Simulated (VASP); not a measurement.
# KTaO3 (P4/mmm) in VASP: further runs

The runs below take KTaO3 through single point, with PBE.

Program: VASP 6.6.1. These are calculated values, not measurements. Logs are shortened: lines on timing, memory, paths and dates and some standing lists are left out, and cuts for length are marked.

**1. The cell of the first run**

It takes space group P4/mmm (No. 123, tetragonal). The conventional cell has a = 4.190 Å, b = 4.190 Å, c = 3.714 Å, α = 90.00°, β = 90.00°, γ = 90.00°. K (site symmetry 4/mmm) has 12 O at 2.80 to 2.96 Å and 8 Ta at 3.50 Å within 3.7 Å. Ta (site symmetry 4/mmm) has 6 O at 1.86 to 2.09 Å within 2.5 Å. Within 2.8 Å of O (site symmetry mmm) lie 2 Ta at 2.09 Å and 4 K at 2.80 Å and 4 O at 2.80 Å. O (site symmetry 4/mmm) has 2 Ta at 1.86 Å within 2.5 Å.

**2. Single point, PBE (volume 13.040 Å^3 an atom, c/a of the conventional cell 0.8864)**

The input, INCAR:

```
ALGO     = Normal         # electronic algorithm
EDIFF    = 1E-7           # SCF threshold, eV
ENCUT    = 520            # plane-wave cutoff, eV
GGA      = PE             # functional
ISIF     = 2              # what is computed and relaxed
ISMEAR   = 0              # smearing method
LASPH    = T              # aspherical terms in the spheres
LCHARG   = F              # write CHGCAR
LREAL    = F              # projectors in reciprocal space
LWAVE    = F              # write WAVECAR
NBANDS   = 27             # bands
NELM     = 80             # most SCF steps
PREC     = Accurate       # precision mode
SIGMA    = 0.05           # smearing width, eV
```

The input, KPOINTS:

```
k-points
0
Gamma
  8 8 8
```

The input, POSCAR:

```
KTaO3
1.0
    4.1899276632      0.0000000000      0.0000000000
    0.0000000000      4.1899276632      0.0000000000
    0.0000000000      0.0000000000      3.7139518807
K Ta O
1 1 3
Direct
    0.5000000000      0.5000000000      0.5000000000
    0.0000000000      0.0000000000      0.0000000000
    0.5000000000      0.0000000000      0.0000000000
    0.0000000000      0.5000000000      0.0000000000
    0.0000000000      0.0000000000      0.5000000000
```

Potentials or basis: VASP PAW PBE potentials, release 64 (K_sv, Ta_pv, O).

Launch:

```bash
$ cat potpaw_PBE.64/K_sv/POTCAR potpaw_PBE.64/Ta_pv/POTCAR potpaw_PBE.64/O/POTCAR > POTCAR
$ mpirun -np 1 vasp_std > vasp.out
```

OUTCAR:

```text
EDIFF = 1E-7
   ENCUT = 520
   GGA = PE
   ISIF = 2
   ISMEAR = 0
   LASPH = T
   LREAL = F
   NELM = 80
   PREC = Accurate

 ion  position               nearest neighbor table
   1  0.500  0.500  0.500-   3 2.80   4 2.80   3 2.80   4 2.80   3 2.80   3 2.80   4 2.80   4 2.80
                             2 3.50   2 3.50   2 3.50   2 3.50   2 3.50   2 3.50   2 3.50   2 3.50
   2  0.000  0.000  0.000-   5 1.86   5 1.86   3 2.09   4 2.09   4 2.09   3 2.09   1 3.50   1 3.50
                             1 3.50   1 3.50   1 3.50   1 3.50   1 3.50   1 3.50
   3  0.500  0.000  0.000-   2 2.09   2 2.09   1 2.80   1 2.80   1 2.80   1 2.80
   4  0.000  0.500  0.000-   2 2.09   2 2.09   1 2.80   1 2.80   1 2.80   1 2.80
   5  0.000  0.000  0.500-   2 1.86   2 1.86

  LATTYP: Found a simple tetragonal cell.
 ALAT       =     4.1899276632
 C/A-ratio  =     0.8864000000

  Lattice vectors:

 A1 = (   4.1899276632,   0.0000000000,   0.0000000000)
 A2 = (   0.0000000000,   4.1899276632,   0.0000000000)
 A3 = (   0.0000000000,   0.0000000000,   3.7139518807)

Analysis of symmetry for initial positions (statically):
=====================================================================
 Subroutine PRICEL returns:
 Original cell was already a primitive cell.

 Routine SETGRP: Setting up the symmetry group for a
 simple tetragonal supercell.

 Subroutine GETGRP returns: Found 16 space group operations
 (whereof 16 operations were pure point group operations)
 out of a pool of 16 trial point group operations.

The static configuration has the point symmetry D_4h.

Analysis of symmetry for dynamics (positions and initial velocities):
=====================================================================
 Subroutine PRICEL returns:
 Original cell was already a primitive cell.

 Routine SETGRP: Setting up the symmetry group for a
 simple tetragonal supercell.

 Subroutine GETGRP returns: Found 16 space group operations
 (whereof 16 operations were pure point group operations)
 out of a pool of 16 trial point group operations.

The dynamic configuration has the point symmetry D_4h.

 Subroutine INISYM returns: Found 16 space group operations
 (whereof 16 operations are pure point group operations),
 and found     1 'primitive' translations

----------------------------------------------------------------------------------------

                                     Primitive cell

  volume of cell :      65.2003

  direct lattice vectors                    reciprocal lattice vectors
     4.189927663  0.000000000  0.000000000     0.238667605  0.000000000  0.000000000
     0.000000000  4.189927663  0.000000000     0.000000000  0.238667605  0.000000000
     0.000000000  0.000000000  3.713951881     0.000000000  0.000000000  0.269254969

  length of vectors
     4.189927663  4.189927663  3.713951881     0.238667605  0.238667605  0.269254969

  position of ions in fractional coordinates (direct lattice)
     0.500000000  0.500000000  0.500000000
     0.000000000  0.000000000  0.000000000
     0.500000000  0.000000000  0.000000000
     0.000000000  0.500000000  0.000000000
     0.000000000  0.000000000  0.500000000

  ion indices of the primitive-cell ions
   primitive index   ion index
                 1           1
                 2           2
                 3           3
                 4           4
                 5           5

----------------------------------------------------------------------------------------

 KPOINTS: k-points

Automatic generation of k-mesh.
 Grid dimensions read from file:
 generate k-points for:    8    8    8

 Generating k-lattice:

  Cartesian coordinates                     Fractional coordinates (reciprocal lattice)
     0.029833451  0.000000000  0.000000000     0.125000000  0.000000000  0.000000000
     0.000000000  0.029833451  0.000000000     0.000000000  0.125000000  0.000000000
     0.000000000  0.000000000  0.033656871     0.000000000  0.000000000  0.125000000

  Length of vectors
     0.029833451  0.029833451  0.033656871

  Shift w.r.t. Gamma in fractional coordinates (k-lattice)
     0.000000000  0.000000000  0.000000000

 Subroutine IBZKPT returns following result:
 ===========================================

 Found     75 irreducible k-points:

 Following reciprocal coordinates:
            Coordinates               Weight
  0.000000  0.000000  0.000000      1.000000
  0.125000  0.000000  0.000000      4.000000
  0.250000  0.000000  0.000000      4.000000
  0.375000  0.000000  0.000000      4.000000
  0.500000  0.000000  0.000000      2.000000
  0.125000  0.125000  0.000000      4.000000
[... 16 lines left out ...]
  0.375000  0.125000  0.125000     16.000000
  0.500000  0.125000  0.125000      8.000000
 [... further k-points ...]
   k-points           NKPTS =     75   k-points in BZ     NKDIM =     75   number of bands    NBANDS=     27
   number of dos      NEDOS =    301   number of ions     NIONS =      5
   total plane-waves  NPLWV =  28672
   dimension x,y,z NGX =    32 NGY =   32 NGZ =   28
   dimension x,y,z NGXF=    64 NGYF=   64 NGZF=   56
   ions per type =               1   1   3
   NGX,Y,Z   is equivalent  to a cutoff of  12.70, 12.70, 12.53 a.u.
   NGXF,Y,Z  is equivalent  to a cutoff of  25.39, 25.39, 25.07 a.u.
 SYSTEM =  unknown system
   PREC   = accura    normal or accurate (medium, high low for compatibility)
   ISTART =      0    job   : 0-new  1-cont  2-samecut
   ICHARG =      2    charge: 1-file 2-atom 10-const
   ISPIN  =      1    spin polarized calculation?
   LNONCOLLINEAR =      F non collinear calculations
   LSORBIT =      F    spin-orbit coupling
   LASPH  =      T    aspherical Exc in radial PAW
   ENCUT  =  520.0 eV  38.22 Ry    6.18 a.u.   7.79  7.79  6.91*2*pi/ulx,y,z
   NELM   =     80;   NELMIN=  2; NELMDL= -5     # of ELM steps
   EDIFF  = 0.1E-06   stopping-criterion for ELM
   LREAL  =      F    real-space projection
   EDIFFG = 0.1E-05   stopping-criterion for IOM
   NSW    =      0    number of steps for IOM
   IBRION =     -1    ionic relax: 0-MD 1-quasi-New 2-CG
   NFREE  =      0    steps in history (QN), initial steepest desc. (CG)
   ISIF   =      2    stress and relaxation
   ISYM   =      2    0-nonsym 1-usesym 2-fastsym
   POTIM  = 0.5000    time-step for ionic-motion
   TEBEG  =    0.0;   TEEND  =   0.0 temperature during run
   PSTRESS=    0.0 pullay stress
   NELECT =      38.0000    total number of electrons
   NUPDOWN=      -1.0000    fix difference up-down
   EMIN   =  10.00;   EMAX   =-10.00  energy-range for DOS
   EFERMI =   0.00;   METHOD = LEGACY
   ISMEAR =     0;   SIGMA  =   0.05  broadening in eV -4-tet -1-fermi 0-gaus
   EFERMI_NEDOS =   21; number of points for ismear=-14 and -15
   IALGO  =     38    algorithm
   IMIX   =      4    mixing-type and parameters
     AMIX     =   0.40;   BMIX     =  1.00
     AMIX_MAG =   1.60;   BMIX_MAG =  1.00
  volume/ion in A,a.u.               =      13.04        88.00
  Fermi-wavevector in a.u.,A,eV,Ry     =   1.367476  2.584154 25.442752  1.869990
  Thomas-Fermi vector in A             =   2.493525
   LORBIT       =      0    0 simple, 1 ext, 2 COOP (PROOUT), +10 PAW based schemes
   GGA     = PE    functional components
   LHFCALC =     F    Hartree Fock is set to
   AEXX    =    0.0000 exact exchange contribution
   IVDW    =     0    specifies the selected vdW correction
   LEPSILON=     F    determine dielectric tensor
   LRPA    =     F    only Hartree local field effects (RPA)
 non-spin polarized calculation
 Gauss-broadening in eV      SIGMA  =   0.05
  energy-cutoff  :      520.00
  volume of cell :       65.20
 maximum number of plane-waves:      1772
 NGX is ok and might be reduce to    32
   NGX = 15   NGY = 15   NGZ = 13

 number of electron      37.9999989 magnetization

 Free energy of the ion-electron system (eV)
  ---------------------------------------------------
  ext. energy  EPLUGINS =         0.00000000
  ---------------------------------------------------
  free energy    TOTEN  =       -40.29045592 eV

  energy without entropy =      -40.29045592  energy(sigma->0) =      -40.29045592

 E-fermi :   1.9350     XC(G=0): -10.7275

 val. band max:        1.7150606521   @ k =   0.5000   0.5000   0.5000
 cond. band min:       3.5907672125   @ k =   0.0000   0.0000   0.0000
 fundamental gap:      1.8757065604
 Fermi energy:         1.9349733388

 k-point     1 :       0.0000    0.0000    0.0000
  band No.  band energies     occupation
      1     -32.8253      2.00000
      2     -32.5780      2.00000
      3     -32.5780      2.00000
      4     -25.6899      2.00000
      5     -16.7735      2.00000
      6     -14.9605      2.00000
[... 19 lines left out ...]
     26       9.7266      0.00000
     27      10.0838      0.00000

 k-point     2 :       0.1250    0.0000    0.0000
  band No.  band energies     occupation
      1     -32.8251      2.00000
      2     -32.5848      2.00000
      3     -32.5777      2.00000
      4     -25.6872      2.00000
      5     -16.7731      2.00000
      6     -14.9169      2.00000
[... 19 lines left out ...]
     26       9.8805      0.00000
     27      10.2540      0.00000

 k-point     3 :       0.2500    0.0000    0.0000
  band No.  band energies     occupation
      1     -32.8245      2.00000
      2     -32.6012      2.00000
      3     -32.5772      2.00000
      4     -25.6807      2.00000
      5     -16.7733      2.00000
      6     -14.8672      2.00000
[... 19 lines left out ...]
     26      10.3432      0.00000
     27      10.7272      0.00000

 k-point     4 :       0.3750    0.0000    0.0000
  band No.  band energies     occupation
      1     -32.8240      2.00000
      2     -32.6175      2.00000
      3     -32.5766      2.00000
      4     -25.6742      2.00000
      5     -16.7751      2.00000
      6     -14.8622      2.00000
[... 19 lines left out ...]
     26      10.9375      0.00000
     27      11.4455      0.00000

 k-point     5 :       0.5000    0.0000    0.0000
  band No.  band energies     occupation
      1     -32.8238      2.00000
      2     -32.6243      2.00000
      3     -32.5763      2.00000
      4     -25.6715      2.00000
      5     -16.7763      2.00000
      6     -14.8655      2.00000
[... 19 lines left out ...]
     26      11.1668      0.00000
     27      12.1245      0.00000

 k-point     6 :       0.1250    0.1250    0.0000
  band No.  band energies     occupation
      1     -32.8249      2.00000
      2     -32.5846      2.00000
      3     -32.5845      2.00000
      4     -25.6847      2.00000
      5     -16.7711      2.00000
      6     -14.8578      2.00000
[... 444 lines left out ...]
      1     -32.8573      2.00000
      2     -32.5832      2.00000
      3     -32.5830      2.00000
      4     -25.6790      2.00000
      5     -16.5222      2.00000
      6     -14.8683      2.00000
[... 19 lines left out ...]
     26      10.6037      0.00000
     27      10.6368      0.00000

 k-point    22 :       0.2500    0.1250    0.1250
  band No.  band energies     occupation
      1     -32.8567      2.00000
      2     -32.5994      2.00000
      3     -32.5825      2.00000
      4     -25.6735      2.00000
      5     -16.5179      2.00000
      6     -14.7812      2.00000
[... 19 lines left out ...]
     26      11.0015      0.00000
     27      11.0593      0.00000

 k-point    23 :       0.3750    0.1250    0.1250
  band No.  band energies     occupation
      1     -32.8562      2.00000
      2     -32.6157      2.00000
      3     -32.5819      2.00000
      4     -25.6679      2.00000
      5     -16.5159      2.00000
      6     -14.7594      2.00000
[... 19 lines left out ...]
     26      11.5709      0.00000
     27      11.6106      0.00000

 k-point    24 :       0.5000    0.1250    0.1250
  band No.  band energies     occupation
      1     -32.8559      2.00000
      2     -32.6224      2.00000
      3     -32.5816      2.00000
      4     -25.6657      2.00000
      5     -16.5155      2.00000
      6     -14.7585      2.00000
[... 19 lines left out ...]
     26      11.6868      0.00000
     27      11.9371      0.00000

 [... further k-points ...]
[... 5 lines left out ...]
  --------------------------------------------------------------------------------------
  -------------------------------------------------------------------------------------
  Total       -4.4369509     -4.4369509     16.3400054      0.0000000      0.0000000      0.0000000
  in kB     -109.0299682   -109.0299682    401.5257996      0.0000000      0.0000000      0.0000000
  external PRESSURE =      61.1552878 kB  Pullay stress =       0.0000000 kB

 VOLUME and BASIS-vectors are now :
 -----------------------------------------------------------------------------
  energy-cutoff  :      520.00
  volume of cell :       65.20
      direct lattice vectors                 reciprocal lattice vectors
     4.189927663  0.000000000  0.000000000     0.238667605  0.000000000  0.000000000
     0.000000000  4.189927663  0.000000000     0.000000000  0.238667605  0.000000000
     0.000000000  0.000000000  3.713951881     0.000000000  0.000000000  0.269254969

 POSITION                                       TOTAL-FORCE (eV/Angst)
 -----------------------------------------------------------------------------------
      2.09496      2.09496      1.85698         0.000000      0.000000      0.000000
      0.00000      0.00000      0.00000         0.000000      0.000000      0.000000
      2.09496      0.00000      0.00000         0.000000      0.000000      0.000000
      0.00000      2.09496      0.00000         0.000000      0.000000      0.000000
      0.00000      0.00000      1.85698         0.000000      0.000000      0.000000
 -----------------------------------------------------------------------------------
    total drift:                                0.000000      0.000000     -0.000000

  FREE ENERGIE OF THE ION-ELECTRON SYSTEM (eV)
  ---------------------------------------------------
  free  energy   TOTEN  =       -40.2904559219 eV

  energy  without entropy=      -40.2904559219  energy(sigma->0) =      -40.29045592
```

Wall time 46 s (1 thread of Intel Xeon 6975P-C (Granite Rapids), shared host); peak memory 0.26 GiB.

What came out:

```
Free energy            : -40.2905 eV
Pressure               : 6.1 GPa
Band gap on the k mesh : 1.88 eV, indirect (least direct gap 2.41 eV)
```

Caveat: spin-orbit coupling is left out, which moves the levels of the heavy elements.

(Part 1 of 3 ends here.)
